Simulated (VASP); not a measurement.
Runs of VASP 6.6.1 on TaN. The structure is that of space group P6_3mc (No. 186), or close to it. The cells are those of the table. 

```csv
task,cell,gap on the mesh (eV),pressure (GPa),largest force (eV/Å)
electric field gradients,"a = 3.030, b = 3.030, c = 4.907 Å, angles 90.0, 90.0, 120.0°, 4 atoms",none,137.2,(b)
electric field gradients,"a = 3.111, b = 3.111, c = 4.940 Å, angles 90.0, 90.0, 120.0°, 4 atoms",none,95.0,1.20
electric field gradients,"a = 3.050, b = 3.050, c = 4.841 Å, angles 90.0, 90.0, 120.0°, 4 atoms",none,136.0,1.19
single point,"a = 3.110, b = 3.110, c = 5.037 Å, angles 90.0, 90.0, 120.0°, 4 atoms",none,84.7,(a)
single point,"a = 3.081, b = 3.081, c = 4.940 Å, angles 90.0, 90.0, 120.0°, 4 atoms",none,108.1,1.69
single point,"a = 3.060, b = 3.060, c = 4.956 Å, angles 90.0, 90.0, 120.0°, 4 atoms",none,115.4,2.21
single point,"a = 3.050, b = 3.050, c = 4.841 Å, angles 90.0, 90.0, 120.0°, 4 atoms",none,136.0,1.19
electric field gradients,"a = 3.060, b = 3.060, c = 4.956 Å, angles 90.0, 90.0, 120.0°, 4 atoms",none,115.4,2.21
```

Alike in all rows: level LDA; potentials or basis VASP PAW LDA potentials, release 64 (Ta_pv, N); no spin polarisation; k mesh 9 × 9 × 5; cutoff (eV) 520; smearing fermi-dirac 0.03 eV.

Task: Fill in the values left out.

Result: (a) 2.09; (b) 2.29.

Caveats: spin-orbit coupling is left out, which moves the levels of the heavy elements; forces of over 1 eV/Å act on the atoms, so gaps and moduli don't describe the material at rest.

A k mesh can miss the band edges, and the runs leave out spin-orbit coupling on Ta.

A gap of «none» marks levels without a gap at the run's occupations.
